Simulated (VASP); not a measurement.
The system is CoO.

```xyz
2
Lattice="0.0000 2.1315 2.1315 2.1315 0.0000 2.1315 2.1315 2.1315 0.0000" Properties=species:S:1:pos:R:3 pbc="T T T"
Co    0.0000    0.0000    0.0000
O     2.1315    2.1315    2.1315
```

Base run:

| Property | Result |
| --- | --- |
| Program | VASP 6.6.1 |
| Functional | PBE |
| Potentials or basis | VASP PAW PBE potentials, release 64 (Co_sv, O) |
| Cutoff | 700 eV |
| k mesh | 9 × 9 × 9 |
| Occupations | fermi-dirac, width 0.05 eV |
| Spin | collinear spin, ferromagnetic start |
| Starting moments | [1.0, 0.0] μB |
| Fixed moment | 1 μB |

Its results: pressure -16.3 GPa; site moments Co +0.99; O -0.04 μB.

Task: The run is repeated on the same cell with these changes: fixed moment from 1 μB to 2 μB; moments at the start from [1.0, 0.0] to [2.0, 0.0]. What comes out?

Result: Pressure -10.5 GPa; site moments Co +1.85; O +0.07 μB.

Caveats: the cell stands under tension; the total moment is fixed, so each spin has its own Fermi level and the state may be an excited one; a cell with one magnetic atom can't hold antiferromagnetic order, which such compounds often take.
